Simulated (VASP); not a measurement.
# SrO (I4/mmm) in VASP: a series of runs

The runs below take SrO through single point, with r2SCAN.

All numbers are computed with VASP 6.6.1; they aren't measurements. Logs are shortened: lines on timing, memory, paths and dates and some standing lists are left out, and cuts for length are marked.

### 1 The cell of the first run

Symmetry: I4/mmm, No. 139, tetragonal system. Conventional cell: a = 3.925 Å, b = 3.925 Å, c = 4.728 Å, α = 90.00°, β = 90.00°, γ = 90.00°. Within 3.1 Å of Sr (site symmetry 4/mmm) lie 6 O at 2.36 to 2.78 Å. O (site symmetry 4/mmm) has 6 Sr at 2.36 to 2.78 Å within 3.1 Å.

### 2 Single point, r2SCAN (strain +0.080 along x and y, -0.080 along z)

File POSCAR:

```
SrO
1.0
    0.0000000000      2.7753840000      2.3642160000
    2.7753840000      0.0000000000      2.3642160000
    2.7753840000      2.7753840000      0.0000000000
Sr O
1 1
Direct
    0.0000000000      0.0000000000      0.0000000000
    0.5000000000      0.5000000000      0.5000000000
```

File INCAR.step1:

```
PREC     = Accurate       # precision mode
ENCUT    = 520            # plane-wave cutoff, eV
ISMEAR   = 0              # smearing method
SIGMA    = 0.05           # smearing width, eV
LREAL    = False          # projectors in reciprocal space
LASPH    = True           # aspherical terms in the spheres
NELM     = 80             # most SCF steps
NBANDS   = 15             # bands
GGA      = PE             # functional
ALGO     = Normal         # electronic algorithm
EDIFF    = 1E-4           # SCF threshold, eV
LWAVE    = True           # write WAVECAR
LCHARG   = False          # write CHGCAR
```

File INCAR.step2:

```
PREC     = Accurate       # precision mode
ENCUT    = 520            # plane-wave cutoff, eV
EDIFF    = 1E-6           # SCF threshold, eV
ISMEAR   = 0              # smearing method
SIGMA    = 0.05           # smearing width, eV
LREAL    = False          # projectors in reciprocal space
LASPH    = True           # aspherical terms in the spheres
NELM     = 80             # most SCF steps
ALGO     = Normal         # electronic algorithm
ISIF     = 2              # what is computed and relaxed
LWAVE    = False          # write WAVECAR
LCHARG   = False          # write CHGCAR
METAGGA  = R2SCAN         # meta-GGA
LMIXTAU  = True         
NBANDS   = 15             # bands
ISTART   = 1
```

File KPOINTS:

```
Automatic mesh
0
Gamma
  8 8 8
```

Potentials or basis: VASP PAW PBE potentials, release 64 (Sr_sv, O).

The run is started by

```
$ cat potpaw_PBE.64/Sr_sv/POTCAR potpaw_PBE.64/O/POTCAR > POTCAR
$ cp INCAR.step1 INCAR
$ mpirun -np 1 vasp_std > vasp.out
$ cp INCAR.step2 INCAR
$ mpirun -np 1 vasp_std > vasp.out
```

OUTCAR:

```text
PREC = Accurate
   ENCUT = 520
   EDIFF = 1E-6
   ISMEAR = 0
   LREAL = False
   LASPH = True
   NELM = 80
   ISIF = 2
   METAGGA = R2SCAN
   ISTART = 1

 ion  position               nearest neighbor table
   1  0.000  0.000  0.000-   2 2.36   2 2.36   2 2.78   2 2.78   2 2.78   2 2.78
   2  0.500  0.500  0.500-   1 2.36   1 2.36   1 2.78   1 2.78   1 2.78   1 2.78

  LATTYP: Found a body centered tetragonal cell.
 ALAT       =     3.9249856936
 C/A-ratio  =     1.2047004420

  Lattice vectors:

 A1 = (   0.0000000000,  -2.7753840000,  -2.3642160000)
 A2 = (   0.0000000000,   2.7753840000,  -2.3642160000)
 A3 = (   2.7753840000,   0.0000000000,   2.3642160000)

Analysis of symmetry for initial positions (statically):
=====================================================================
 Subroutine PRICEL returns:
 Original cell was already a primitive cell.

 Routine SETGRP: Setting up the symmetry group for a
 body centered tetragonal supercell.

 Subroutine GETGRP returns: Found 16 space group operations
 (whereof 16 operations were pure point group operations)
 out of a pool of 16 trial point group operations.

The static configuration has the point symmetry D_4h.

Analysis of symmetry for dynamics (positions and initial velocities):
=====================================================================
 Subroutine PRICEL returns:
 Original cell was already a primitive cell.

 Routine SETGRP: Setting up the symmetry group for a
 body centered tetragonal supercell.

 Subroutine GETGRP returns: Found 16 space group operations
 (whereof 16 operations were pure point group operations)
 out of a pool of 16 trial point group operations.

The dynamic configuration has the point symmetry D_4h.

 Subroutine INISYM returns: Found 16 space group operations
 (whereof 16 operations are pure point group operations),
 and found     1 'primitive' translations

----------------------------------------------------------------------------------------

                                     Primitive cell

  volume of cell :      36.4220

  direct lattice vectors                    reciprocal lattice vectors
     0.000000000  2.775384000  2.364216000    -0.180155251  0.180155251  0.211486599
     2.775384000  0.000000000  2.364216000     0.180155251 -0.180155251  0.211486599
     2.775384000  2.775384000  0.000000000     0.180155251  0.180155251 -0.211486599

  length of vectors
     3.645857052  3.645857052  3.924985694     0.331116913  0.331116913  0.331116913

  position of ions in fractional coordinates (direct lattice)
     0.000000000  0.000000000  0.000000000
     0.500000000  0.500000000  0.500000000

  ion indices of the primitive-cell ions
   primitive index   ion index
                 1           1
                 2           2

----------------------------------------------------------------------------------------

 KPOINTS: Automatic mesh

Automatic generation of k-mesh.
 Grid dimensions read from file:
 generate k-points for:    8    8    8

 Generating k-lattice:

  Cartesian coordinates                     Fractional coordinates (reciprocal lattice)
    -0.022519406  0.022519406  0.026435825     0.125000000  0.000000000  0.000000000
     0.022519406 -0.022519406  0.026435825     0.000000000  0.125000000  0.000000000
     0.022519406  0.022519406 -0.026435825     0.000000000  0.000000000  0.125000000

  Length of vectors
     0.041389614  0.041389614  0.041389614

  Shift w.r.t. Gamma in fractional coordinates (k-lattice)
     0.000000000  0.000000000  0.000000000

 Subroutine IBZKPT returns following result:
 ===========================================

 Found     59 irreducible k-points:

 Following reciprocal coordinates:
            Coordinates               Weight
  0.000000  0.000000  0.000000      1.000000
  0.125000  0.000000  0.000000      8.000000
  0.250000  0.000000  0.000000      8.000000
  0.375000  0.000000  0.000000      8.000000
  0.500000  0.000000  0.000000      4.000000
  0.125000  0.125000  0.000000      2.000000
[... 16 lines left out ...]
  0.250000  0.000000  0.125000     16.000000
  0.375000  0.000000  0.125000     16.000000
 [... further k-points ...]
   k-points           NKPTS =     59   k-points in BZ     NKDIM =     59   number of bands    NBANDS=     15
   number of dos      NEDOS =    301   number of ions     NIONS =      2
   total plane-waves  NPLWV =  23520
   dimension x,y,z NGX =    28 NGY =   28 NGZ =   30
   dimension x,y,z NGXF=    56 NGYF=   56 NGZF=   60
   ions per type =               1   1
   NGX,Y,Z   is equivalent  to a cutoff of  12.77, 12.77, 12.71 a.u.
   NGXF,Y,Z  is equivalent  to a cutoff of  25.54, 25.54, 25.41 a.u.
 SYSTEM =  unknown system
   PREC   = accura    normal or accurate (medium, high low for compatibility)
   ISTART =      1    job   : 0-new  1-cont  2-samecut
   ICHARG =      0    charge: 1-file 2-atom 10-const
   ISPIN  =      1    spin polarized calculation?
   LNONCOLLINEAR =      F non collinear calculations
   LSORBIT =      F    spin-orbit coupling
   LASPH  =      T    aspherical Exc in radial PAW
   ENCUT  =  520.0 eV  38.22 Ry    6.18 a.u.   6.78  6.78  7.30*2*pi/ulx,y,z
   NELM   =     80;   NELMIN=  2; NELMDL=  0     # of ELM steps
   EDIFF  = 0.1E-05   stopping-criterion for ELM
   LREAL  =      F    real-space projection
   EDIFFG = 0.1E-04   stopping-criterion for IOM
   NSW    =      0    number of steps for IOM
   IBRION =     -1    ionic relax: 0-MD 1-quasi-New 2-CG
   NFREE  =      0    steps in history (QN), initial steepest desc. (CG)
   ISIF   =      2    stress and relaxation
   ISYM   =      2    0-nonsym 1-usesym 2-fastsym
   POTIM  = 0.5000    time-step for ionic-motion
   TEBEG  =    0.0;   TEEND  =   0.0 temperature during run
   PSTRESS=    0.0 pullay stress
   NELECT =      16.0000    total number of electrons
   NUPDOWN=      -1.0000    fix difference up-down
   EMIN   =  10.00;   EMAX   =-10.00  energy-range for DOS
   EFERMI =   0.00;   METHOD = LEGACY
   ISMEAR =     0;   SIGMA  =   0.05  broadening in eV -4-tet -1-fermi 0-gaus
   EFERMI_NEDOS =   21; number of points for ismear=-14 and -15
   IALGO  =     38    algorithm
   IMIX   =      4    mixing-type and parameters
     AMIX     =   0.40;   BMIX     =  1.00
     AMIX_MAG =   1.60;   BMIX_MAG =  1.00
  volume/ion in A,a.u.               =      18.21       122.89
  Fermi-wavevector in a.u.,A,eV,Ry     =   1.244497  2.351758 21.072320  1.548772
  Thomas-Fermi vector in A             =   2.378761
   LORBIT       =      0    0 simple, 1 ext, 2 COOP (PROOUT), +10 PAW based schemes
   METAGGA = R2SCAN    functional components
   LHFCALC =     F    Hartree Fock is set to
   AEXX    =    0.0000 exact exchange contribution
   IVDW    =     0    specifies the selected vdW correction
   LEPSILON=     F    determine dielectric tensor
   LRPA    =     F    only Hartree local field effects (RPA)
 non-spin polarized calculation
 Gauss-broadening in eV      SIGMA  =   0.05
  energy-cutoff  :      520.00
  volume of cell :       36.42
 maximum number of plane-waves:      1000
   NGX = 13   NGY = 13   NGZ = 15

 number of electron      16.0000003 magnetization

 Free energy of the ion-electron system (eV)
  ---------------------------------------------------
  ext. energy  EPLUGINS =         0.00000000
  ---------------------------------------------------
  free energy    TOTEN  =       -26.77621240 eV

  energy without entropy =      -26.77621240  energy(sigma->0) =      -26.77621240

 E-fermi :   1.8026     XC(G=0): -10.1926

 val. band max:        1.5088664129   @ k =   0.0000   0.0000   0.0000
 cond. band min:       4.4222000905   @ k =   0.5000   0.5000   0.0000
 fundamental gap:      2.9133336776
 Fermi energy:         1.8025869166

 k-point     1 :       0.0000    0.0000    0.0000
  band No.  band energies     occupation
      1     -32.5681      2.00000
      2     -14.9688      2.00000
      3     -13.7160      2.00000
      4     -13.7160      2.00000
      5     -13.6493      2.00000
      6       0.8642      2.00000
      7       0.8642      2.00000
      8       1.5089      2.00000
      9       4.7547      0.00000
     10       7.4855      0.00000
     11       7.4855      0.00000
     12       8.5071      0.00000
     13       8.8255      0.00000
     14      11.6764      0.00000
     15      14.2004      0.00000

 k-point     2 :       0.1250    0.0000    0.0000
  band No.  band energies     occupation
      1     -32.5521      2.00000
      2     -15.3104      2.00000
      3     -13.7407      2.00000
      4     -13.7188      2.00000
      5     -13.3153      2.00000
      6       0.5395      2.00000
      7       0.7064      2.00000
      8       1.1815      2.00000
      9       5.3746      0.00000
     10       7.5532      0.00000
     11       7.8384      0.00000
     12       8.5021      0.00000
     13       9.1731      0.00000
     14      12.1203      0.00000
     15      15.1539      0.00000

 k-point     3 :       0.2500    0.0000    0.0000
  band No.  band energies     occupation
      1     -32.5134      2.00000
      2     -15.8529      2.00000
      3     -13.7995      2.00000
      4     -13.7502      2.00000
      5     -12.7621      2.00000
      6      -0.1418      2.00000
      7       0.3632      2.00000
      8       0.5598      2.00000
      9       6.7556      0.00000
     10       7.6205      0.00000
     11       8.7592      0.00000
     12       9.0363      0.00000
     13      10.0994      0.00000
     14      13.1230      0.00000
     15      16.6989      0.00000
[... 343 lines left out ...]
 k-point    23 :       0.2500    0.0000    0.1250
  band No.  band energies     occupation
      1     -32.5220      2.00000
      2     -15.4926      2.00000
      3     -13.7879      2.00000
      4     -13.7551      2.00000
      5     -13.2774      2.00000
      6      -0.0848      2.00000
      7       0.5995      2.00000
      8       1.1571      2.00000
      9       6.5707      0.00000
     10       6.8676      0.00000
     11       8.7868      0.00000
     12       9.3710      0.00000
     13      10.0934      0.00000
     14      12.2832      0.00000
     15      16.6748      0.00000

 k-point    24 :       0.3750    0.0000    0.1250
  band No.  band energies     occupation
      1     -32.4830      2.00000
      2     -15.9594      2.00000
      3     -13.8801      2.00000
      4     -13.7973      2.00000
      5     -12.7814      2.00000
      6      -0.4505      2.00000
      7       0.2223      2.00000
      8       0.5385      2.00000
      9       7.3028      0.00000
     10       7.8795      0.00000
     11       9.5616      0.00000
     12      10.0870      0.00000
     13      11.2139      0.00000
     14      13.1317      0.00000
     15      16.2133      0.00000

 [... further k-points ...]

------------------------ aborting loop because EDIFF is reached ----------------------------------------

  FORCE on cell =-STRESS in cart. coord.  units (eV):
  Direction    XX          YY          ZZ          XY          YZ          ZX
  --------------------------------------------------------------------------------------
  -------------------------------------------------------------------------------------
  Total       -1.6440512     -1.6440512      3.8821450      0.0000000     -0.0000000      0.0000000
  in kB      -72.3206996    -72.3206996    170.7729298      0.0000000     -0.0000000      0.0000000
  external PRESSURE =       8.7105102 kB  Pullay stress =       0.0000000 kB

 VOLUME and BASIS-vectors are now :
 -----------------------------------------------------------------------------
  energy-cutoff  :      520.00
  volume of cell :       36.42
      direct lattice vectors                 reciprocal lattice vectors
     0.000000000  2.775384000  2.364216000    -0.180155251  0.180155251  0.211486599
     2.775384000  0.000000000  2.364216000     0.180155251 -0.180155251  0.211486599
     2.775384000  2.775384000  0.000000000     0.180155251  0.180155251 -0.211486599

 POSITION                                       TOTAL-FORCE (eV/Angst)
 -----------------------------------------------------------------------------------
      0.00000      0.00000      0.00000         0.000000      0.000000      0.000000
      2.77538      2.77538      2.36422        -0.000000     -0.000000      0.000000
 -----------------------------------------------------------------------------------
    total drift:                                0.000000      0.000000      0.000000

  FREE ENERGIE OF THE ION-ELECTRON SYSTEM (eV)
  ---------------------------------------------------
  free  energy   TOTEN  =       -26.7762123997 eV

  energy  without entropy=      -26.7762123997  energy(sigma->0) =      -26.77621240
```

Wall time 3.6 min (1 thread of Intel Xeon 8259CL, shared host); peak memory 0.19 GiB.

What came out:

- Free energy: -26.7762 eV
- Pressure: 0.9 GPa
- Band gap on the k mesh: 2.91 eV (least direct gap 3.16 eV)

Stress tensor (GPa, compression positive):
```
-7.23  0.00  0.00
 0.00 -7.23  0.00
 0.00  0.00 17.08
```

Caveat: the cell differs from its parent crystal (strain +0.080 along x and y, -0.080 along z); the PAW data sets were made with another functional, which shifts forces and pressure a little. A k mesh can miss the band edges.

### 3 Single point, r2SCAN (strain +0.000 along x and y, +0.080 along z)

File POSCAR:

```
SrO
1.0
    0.0000000000      2.5698000000      2.7753840000
    2.5698000000      0.0000000000      2.7753840000
    2.5698000000      2.5698000000      0.0000000000
Sr O
1 1
Direct
    0.0000000000      0.0000000000      0.0000000000
    0.5000000000      0.5000000000      0.5000000000
```

File INCAR.step1:

```
SYSTEM = SrO
PREC = Accurate
ENCUT = 520
ISMEAR = 0
SIGMA = 0.05
LREAL = .False.
LASPH = .True.
NELM = 60
NBANDS = 15
GGA = PE
ALGO = Normal
EDIFF = 1E-4
LWAVE = .True.
LCHARG = .False.
```

File INCAR.step2:

```
SYSTEM = SrO
PREC = Accurate
ENCUT = 520
EDIFF = 1E-6
ISMEAR = 0
SIGMA = 0.05
LREAL = .False.
LASPH = .True.
NELM = 60
ALGO = Normal
ISIF = 2
LWAVE = .False.
LCHARG = .False.
METAGGA = R2SCAN
LMIXTAU = .True.
NBANDS = 15
ISTART = 1
```

File KPOINTS:

```
Automatic mesh
0
Gamma
  8 8 8
  0 0 0
```

Potentials or basis: VASP PAW PBE potentials, release 64 (Sr_sv, O).

The run is started by

```
$ cat potpaw_PBE.64/Sr_sv/POTCAR potpaw_PBE.64/O/POTCAR > POTCAR
$ cp INCAR.step1 INCAR
$ mpirun -np 1 vasp_std > vasp.out
$ cp INCAR.step2 INCAR
$ mpirun -np 1 vasp_std > vasp.out
```

Run time: 3.7 min. Hardware: 1 thread of Intel Xeon 8259CL, shared host; peak memory 0.19 GiB.

Results (log left out):

- Free energy: -26.9843 eV
- Pressure: -3.9 GPa
- Band gap on the k mesh: 3.65 eV (least direct gap 3.76 eV)

Stress tensor (GPa, compression positive):
```
-1.72  0.00  0.00
 0.00 -1.72  0.00
 0.00  0.00 -8.20
```

Levels at points of the mesh, in eV from the valence-band top:
```
           k point  band 5  band 6  band 7  band 8  band 9  band 10  band 11  band 12
(0.00, 0.00, 0.00)  -14.86   -0.18    0.00    0.00    3.93     6.21     6.75     6.75
(0.50, 0.00, 0.00)  -13.82   -2.05   -1.09   -1.07    6.69     8.35     8.98     9.08
(0.50, 0.50, 0.00)  -15.08   -0.84   -0.11   -0.11    3.90     7.94    10.09    10.45
(0.50, 0.00, 0.50)  -15.20   -0.46   -0.34   -0.11    3.65     7.83    10.42    10.42
```

Caveat: the cell differs from its parent crystal (strain +0.000 along x and y, +0.080 along z); the cell stands under tension; the PAW data sets were made with another functional, which shifts forces and pressure a little.

(Part 1 of 2 ends here.)
